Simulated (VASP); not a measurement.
The system is CoSi2.

```xyz
3
Lattice="0.0000 2.6780 2.6780 2.6780 0.0000 2.6780 2.6780 2.6780 0.0000" Properties=species:S:1:pos:R:3 pbc="T T T"
Co    0.0000    0.0000    0.0000
Si    4.0170    4.0170    4.0170
Si    1.3390    1.3390    1.3390
```

Base run:

| Property | Result |
| --- | --- |
| Program | VASP 6.6.1 |
| Functional | PBEsol |
| Potentials or basis | VASP PAW PBE potentials, release 64 (Co_sv, Si) |
| Cutoff | 600 eV |
| k mesh | 7 × 7 × 7 |
| Occupations | fermi-dirac, width 0.05 eV |
| Spin | collinear spin, ferromagnetic start |
| Starting moments | [2.5, 0.0, 0.0] μB |
| Fixed moment | 2.5 μB |

Its results: pressure 14.2 GPa; site moments Co +1.37; Si +0.21 μB.

After a change of settings the same cell gave: pressure 18.8 GPa; site moments Co +1.38; Si +0.21 μB. Which change was it?
A. fixed moment from 2.5 μB to 0.5 μB; moments at the start from [2.5, 0.0, 0.0] to [0.5, 0.0, 0.0]
B. functional from PBEsol to PBE
C. fixed moment from 2.5 μB to 1.5 μB; moments at the start from [2.5, 0.0, 0.0] to [1.5, 0.0, 0.0]

B.

PBE binds less tightly than PBEsol, so the same cell stands under more pressure.

Caveats: the total moment is fixed, so each spin has its own Fermi level; the PAW data sets were made with another functional, which shifts forces and pressure a little (some runs).
